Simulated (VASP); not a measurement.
## TiO2 (Anatase): single point with LDA

TiO2 (Anatase):

```
Ti O
1.0
    -1.87597    1.87597    4.78992
     1.87597   -1.87597    4.78992
     1.87597    1.87597   -4.78992
Ti O
2 4
Direct
  0.00000 0.00000 0.00000
  0.75000 0.25000 0.50000
  0.20640 0.20640 0.00000
  0.95640 0.45640 0.50000
  0.54360 0.04360 0.50000
  0.79360 0.79360 0.00000
```

This cell differs from its parent crystal: volume scaled by 1.020.

| Item | Value |
| --- | --- |
| Program | VASP 6.6.1 |
| Task | single point |
| Functional | LDA |
| Potentials or basis | VASP PAW LDA potentials, release 64 (Ti_sv, O) |
| Cutoff | 520 eV |
| k mesh | 8 × 8 × 8 |
| Occupations | gaussian, width 0.05 eV |
| Spin | no spin polarisation |
| Dipole correction | no |
| Further INCAR settings | ALGO = Normal; EDIFF = 1e-06; NBANDS = 33 |

```
Pressure               : -2.5 GPa
Largest force          : 0.031 eV/Å
Band gap on the k mesh : 2.12 eV, indirect (least direct gap 2.40 eV)
```

Forces on the atoms (eV/Å):
```
Ti   0.000  0.000  0.000
Ti   0.000  0.000  0.000
O    0.000  0.000  0.031
O    0.000  0.000  0.031
O    0.000  0.000 -0.031
O    0.000  0.000 -0.031
```

Stress tensor (GPa, compression positive):
```
-2.57  0.00  0.00
 0.00 -2.57  0.00
 0.00  0.00 -2.44
```

Levels at points of the mesh, in eV from the valence-band top:
```tsv
k point	band 20	band 21	band 22	band 23	band 24	band 25	band 26	band 27	band 28	band 29
(0.00, 0.00, 0.00)	-0.76	-0.74	-0.74	-0.42	-0.42	2.12	2.87	4.15	4.15	4.16
(0.50, 0.00, 0.00)	-1.99	-1.96	-0.93	-0.77	-0.61	3.29	3.62	3.66	3.69	4.41
(0.50, 0.50, 0.00)	-2.65	-2.06	-2.06	-0.02	-0.02	3.34	3.34	3.87	3.87	5.03
(0.50, 0.50, 0.50)	-1.34	-1.22	-1.22	-0.05	-0.05	2.48	2.48	3.86	3.86	4.45
```

It took 4 min on 1 thread of Intel(R) Xeon(R) 6975P-C (Granite Rapids) (shared host), peak memory 0.27 GiB.

 A k mesh can miss the band edges.
